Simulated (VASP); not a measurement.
# GaN (R-3m) in VASP: relaxation of cell and atoms with PBE

Aim: the relaxation of cell and atoms of GaN with PBE.

Program: VASP 6.6.1. These are calculated values, not measurements. Logs are shortened: lines on timing, memory, paths and dates and some standing lists are left out, and cuts for length are marked.

## 1. The cell of the first run

The structure is trigonal, space group R-3m (No. 166). Conventional cell: a = 3.193 Å, b = 3.193 Å, c = 16.785 Å, α = 90.00°, β = 90.00°, γ = 120.00°. Within 2.7 Å of Ga (site symmetry 3m) lie 3 N at 2.01 Å and 1 Ga at 2.48 Å. N (site symmetry 3m) has 1 N at 1.52 Å and 3 Ga at 2.01 Å within 2.1 Å.

## 2. Relaxation of cell and atoms, PBE

Contents of INCAR:

```
SYSTEM = GaN
PREC     = Accurate       ! precision mode
ENCUT    = 600            ! plane-wave cutoff, eV
EDIFF    = 1E-7           ! SCF threshold, eV
ISMEAR   = 0              ! smearing method
SIGMA    = 0.02           ! smearing width, eV
LREAL    = .FALSE.        ! projectors in reciprocal space
LASPH    = .TRUE.         ! aspherical terms in the spheres
NELM     = 60             ! most SCF steps
ALGO     = Normal         ! electronic algorithm
ISIF     = 3              ! what is computed and relaxed
LWAVE    = .FALSE.        ! write WAVECAR
LCHARG   = .FALSE.        ! write CHGCAR
GGA      = PE             ! functional
IBRION   = 2              ! ionic algorithm
NSW      = 100            ! ionic steps
EDIFFG   = -0.01          ! ionic threshold
```

Contents of KPOINTS:

```
regular mesh
0
G
  12 12 12
  0 0 0
```

Contents of POSCAR:

```
GaN
1.0
    1.5966610287      0.9218326747      5.5949467112
   -1.5966610287      0.9218326747      5.5949467112
    0.0000000000     -1.8436653494      5.5949467112
Ga N
2 2
Direct
    0.5737571079      0.5737571079      0.5737571079
    0.4262428921      0.4262428921      0.4262428921
    0.0453515210      0.0453515210      0.0453515210
    0.9546484790      0.9546484790      0.9546484790
```

Potentials or basis: VASP PAW PBE potentials, release 64 (Ga_d, N).

On the command line:

```console
$ cat potpaw_PBE.64/Ga_d/POTCAR potpaw_PBE.64/N/POTCAR > POTCAR
$ mpirun -np 1 vasp_std > vasp.out
```

OUTCAR:

```text
SYSTEM = GaN
   PREC = Accurate
   ENCUT = 600
   EDIFF = 1E-7
   ISMEAR = 0
   LREAL = .FALSE.
   LASPH = .TRUE.
   NELM = 60
   ISIF = 3
   GGA = PE
   IBRION = 2
   NSW = 100
   EDIFFG = -0.01

 ion  position               nearest neighbor table
   1  0.574  0.574  0.574-   4 2.01   4 2.01   4 2.01   2 2.48
   2  0.426  0.426  0.426-   3 2.01   3 2.01   3 2.01   1 2.48
   3  0.045  0.045  0.045-   4 1.52   2 2.01   2 2.01   2 2.01
   4  0.955  0.955  0.955-   3 1.52   1 2.01   1 2.01   1 2.01

  LATTYP: Found a trigonal (rhomboedric) cell.
 ALAT       =     5.8908853852
 COS(alpha) =     0.8530754735

  Lattice vectors:

 A1 = (   1.5966610287,   0.9218326747,   5.5949467112)
 A2 = (  -1.5966610287,   0.9218326747,   5.5949467112)
 A3 = (   0.0000000000,  -1.8436653494,   5.5949467112)

Analysis of symmetry for initial positions (statically):
=====================================================================
 Subroutine PRICEL returns:
 Original cell was already a primitive cell.

 Routine SETGRP: Setting up the symmetry group for a
 trigonal (rhombohedral) supercell.

 Subroutine GETGRP returns: Found 12 space group operations
 (whereof 12 operations were pure point group operations)
 out of a pool of 12 trial point group operations.

The static configuration has the point symmetry D_3d.

Analysis of symmetry for dynamics (positions and initial velocities):
=====================================================================
 Subroutine PRICEL returns:
 Original cell was already a primitive cell.

 Routine SETGRP: Setting up the symmetry group for a
 trigonal (rhombohedral) supercell.

 Subroutine GETGRP returns: Found 12 space group operations
 (whereof 12 operations were pure point group operations)
 out of a pool of 12 trial point group operations.

The dynamic configuration has the point symmetry D_3d.

 Subroutine INISYM returns: Found 12 space group operations
 (whereof 12 operations are pure point group operations),
 and found     1 'primitive' translations

----------------------------------------------------------------------------------------

                                     Primitive cell

  volume of cell :      49.4097

  direct lattice vectors                    reciprocal lattice vectors
[... 96 lines left out ...]
   NFREE  =      1    steps in history (QN), initial steepest desc. (CG)
   ISIF   =      3    stress and relaxation
   ISYM   =      2    0-nonsym 1-usesym 2-fastsym
   POTIM  = 0.5000    time-step for ionic-motion
   TEBEG  =    0.0;   TEEND  =   0.0 temperature during run
   PSTRESS=    0.0 pullay stress
   NELECT =      36.0000    total number of electrons
   NUPDOWN=      -1.0000    fix difference up-down
   EMIN   =  10.00;   EMAX   =-10.00  energy-range for DOS
   EFERMI =   0.00;   METHOD = LEGACY
   ISMEAR =     0;   SIGMA  =   0.02  broadening in eV -4-tet -1-fermi 0-gaus
   EFERMI_NEDOS =   21; number of points for ismear=-14 and -15
   IALGO  =     38    algorithm
   IMIX   =      4    mixing-type and parameters
     AMIX     =   0.40;   BMIX     =  1.00
     AMIX_MAG =   1.60;   BMIX_MAG =  1.00
  volume/ion in A,a.u.               =      12.35        83.36
  Fermi-wavevector in a.u.,A,eV,Ry     =   1.473121  2.783794 29.525792  2.170084
  Thomas-Fermi vector in A             =   2.588052
   LORBIT       =      0    0 simple, 1 ext, 2 COOP (PROOUT), +10 PAW based schemes
   GGA     = PE    functional components
   LHFCALC =     F    Hartree Fock is set to
   AEXX    =    0.0000 exact exchange contribution
   IVDW    =     0    specifies the selected vdW correction
   LEPSILON=     F    determine dielectric tensor
   LRPA    =     F    only Hartree local field effects (RPA)
 conjugate gradient relaxation of ions
 non-spin polarized calculation
 Gauss-broadening in eV      SIGMA  =   0.02
  energy-cutoff  :      600.00
  volume of cell :       49.41
 maximum number of plane-waves:      1670
   NGX = 23   NGY = 23   NGZ = 23

--------------------------------------- Ionic step        1  -------------------------------------------

 number of electron      36.0000001 magnetization

 Free energy of the ion-electron system (eV)
  ---------------------------------------------------
  ext. energy  EPLUGINS =         0.00000000
  ---------------------------------------------------
  free energy    TOTEN  =       -22.21960927 eV

  energy without entropy =      -22.21960927  energy(sigma->0) =      -22.21960927

------------------------ aborting loop because EDIFF is reached ----------------------------------------

  FORCE on cell =-STRESS in cart. coord.  units (eV):
  Direction    XX          YY          ZZ          XY          YZ          ZX
  --------------------------------------------------------------------------------------
  -------------------------------------------------------------------------------------
  Total       -0.0399397     -0.0399397     -0.0638484      0.0000000     -0.0000000      0.0000000
  in kB       -1.2950996     -1.2950996     -2.0703720      0.0000000     -0.0000000      0.0000000
  external PRESSURE =      -1.5535237 kB  Pullay stress =       0.0000000 kB
[... 63 lines left out ...]
--------------------------------------- Ionic step        3  -------------------------------------------

 number of electron      36.0000000 magnetization

 Free energy of the ion-electron system (eV)
  ---------------------------------------------------
  ext. energy  EPLUGINS =         0.00000000
  ---------------------------------------------------
  free energy    TOTEN  =       -22.21967823 eV

  energy without entropy =      -22.21967823  energy(sigma->0) =      -22.21967823

 E-fermi :   5.9095     XC(G=0): -11.3090

 val. band max:        5.8022298765   @ k =   0.0000   0.0000   0.0000
 cond. band min:       6.6612136177   @ k =   0.5000   0.5000   0.0000
 fundamental gap:      0.8589837412
 Fermi energy:         5.9095038600

 k-point     1 :       0.0000    0.0000    0.0000
  band No.  band energies     occupation
      1     -13.0215      2.00000
      2      -9.0983      2.00000
      3      -8.8458      2.00000
      4      -8.7095      2.00000
      5      -8.7095      2.00000
      6      -8.6740      2.00000
[... 589 lines left out ...]
     21      10.9343      0.00000
     22      11.7877      0.00000

 [... further k-points ...]

------------------------ aborting loop because EDIFF is reached ----------------------------------------

  FORCE on cell =-STRESS in cart. coord.  units (eV):
  Direction    XX          YY          ZZ          XY          YZ          ZX
  --------------------------------------------------------------------------------------
  -------------------------------------------------------------------------------------
  Total       -0.0244897     -0.0244897      0.0231894      0.0000000      0.0000000      0.0000000
  in kB       -0.7949361     -0.7949361      0.7527284      0.0000000      0.0000000      0.0000000
  external PRESSURE =      -0.2790479 kB  Pullay stress =       0.0000000 kB
[... 19 lines left out ...]
  FREE ENERGIE OF THE ION-ELECTRON SYSTEM (eV)
  ---------------------------------------------------
  free  energy   TOTEN  =       -22.2196782253 eV

  energy  without entropy=      -22.2196782253  energy(sigma->0) =      -22.21967823

 reached required accuracy - stopping structural energy minimisation
```

Wall time 17 min (1 thread of Intel Xeon Platinum 8559C (Emerald Rapids), shared host); peak memory 0.48 GiB.

What came out:

- Free energy: -22.2197 eV
- Relaxed volume: 12.34 Å³/atom
- Relaxed cell: a = 5.888 Å, b = 5.888 Å, c = 5.888 Å, α = 31.46°, β = 31.46°, γ = 31.46°
- Space group after relaxing (to 0.1 Å): R-3m (No. 166)
- Energy gained by relaxing: 0.0 meV/atom
- Ionic steps: 3
- Pressure after relaxing: 0.0 GPa
- Largest force after relaxing: 0.007 eV/Å
- Band gap on the k mesh: 0.86 eV (least direct gap 1.19 eV)

Forces in eV/Å, atoms in the order of the input:
```
Ga   0.000  0.000 -0.007
Ga   0.000  0.000  0.007
N    0.000  0.000  0.006
N    0.000  0.000 -0.006
```

Stress tensor (GPa, compression positive):
```
-0.08  0.00  0.00
 0.00 -0.08  0.00
 0.00  0.00  0.08
```

Final structure:
```cif
data_structure
_symmetry_space_group_name_H-M 'P 1'
_symmetry_Int_Tables_number 1
_cell_length_a 5.8883
_cell_length_b 5.8883
_cell_length_c 5.8883
_cell_angle_alpha 31.457
_cell_angle_beta 31.457
_cell_angle_gamma 31.457
_cell_volume 49.36
loop_
_atom_site_label
_atom_site_type_symbol
_atom_site_fract_x
_atom_site_fract_y
_atom_site_fract_z
_atom_site_occupancy
Ga1 Ga 0.57372 0.57372 0.57372 1
Ga2 Ga 0.42628 0.42628 0.42628 1
N1 N 0.04530 0.04530 0.04530 1
N2 N 0.95470 0.95470 0.95470 1
```

Levels at points of the mesh, in eV from the valence-band top:
```csv
k point,band 15,band 16,band 17,band 18,band 19,band 20,band 21,band 22
"(0.00, 0.00, 0.00)",-3.44,-2.11,0.00,0.00,1.40,2.03,5.87,8.71
"(0.50, 0.00, 0.00)",-5.25,-4.47,-2.56,-1.44,2.29,4.84,4.85,6.37
"(0.50, 0.50, 0.00)",-5.61,-4.58,-1.18,-0.33,0.86,3.70,4.17,7.09
"(0.50, 0.50, 0.50)",-3.42,-3.42,-0.06,-0.06,1.54,5.73,6.01,7.95
```
